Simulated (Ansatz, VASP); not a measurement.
Given: the input of a run of VASP 6.6.1 on BN.

The input INCAR:

```
SYSTEM = BN
  PREC = Accurate
  ENCUT = 520
  EDIFF = 1E-6
  ISMEAR = -1
  SIGMA = 0.05
  LREAL = .False.
  LASPH = .True.
  NELM = 60
  ALGO = Normal
  ISIF = 2
  LWAVE = .False.
  LCHARG = .False.
  GGA = PE
  NBANDS = 11
```

File KPOINTS:

```
regular mesh
0
Gamma
  13 13 9
  0 0 0
```

POSCAR

```
BN
1.0
    2.5246509505      0.0000000000      0.0000000000
   -1.2549673680      2.1906435874      0.0000000000
   -0.6348417913     -1.0953217937      3.0425574046
N B
1 1
Direct
    0.6685060000      0.3323850000      0.9849990000
    0.9796430000      0.9834990000      0.0018060000
```

Potentials or basis: VASP PAW PBE potentials, release 64 (N, B).

Run with:

```console
$ cat potpaw_PBE.64/N/POTCAR potpaw_PBE.64/B/POTCAR > POTCAR
$ mpirun -np 1 vasp_std > vasp.out
```

**Question.** Translate it to Ansatz 0.2.0. Potentials there: all-electron LAPW, scalar-relativistic.

**Answer.** As run (the cutoff follows the program's own potentials):

input.yaml

```yaml
crystal:
  lattice:
    - [2.5246509505, 0.0, 0.0]
    - [-1.254967368, 2.1906435874, 0.0]
    - [-0.6348417913, -1.0953217937, 3.0425574046]
  atoms:
    - { symbol: "N", position: [0.668506, 0.332385, 0.984999] }
    - { symbol: B, position: [0.979643, 0.983499, 0.001806] }
kpoints:
  mp_grid: { grid: [13, 13, 9] }
scf:
  occupations: { method: fermi_dirac, width: 0.05 }
hamiltonian:
  xc: pbe
  pseudopotentials: { kind: all_electron, lapw: { basis_error: 0.0005 } }
output:
  forces: true
  stress: true
  eigenvalues: true
```

Potentials or basis: all-electron LAPW, scalar-relativistic.

Run with:

```console
$ ansatz run input.yaml --threads 1 --pin off --max-ram 3072MiB --backend cpu --events-out ev --progress --plain --runs-dir out
```

Both were run:

|  | VASP | Ansatz | Ansatz less VASP |
| --- | --- | --- | --- |
| gap on the k mesh at the Fermi level (eV) | 2.85 | 2.85 | +0.002 |
| least direct gap on the mesh (eV) | 4.49 | 4.49 | -0.001 |
| pressure (GPa) | -0.2 | -0.3 | -0.08 |
| traceless stress, the component that is largest in VASP (GPa) | -8.99 | -9.08 | -0.089 |
| rms of the force components (eV/Å) | 1.504 | 1.506 | +0.0025 |

Atom by atom the forces differ by 0.003 eV/Å (rms over components). Ansatz ran all-electron here, and VASP with PAW potentials.
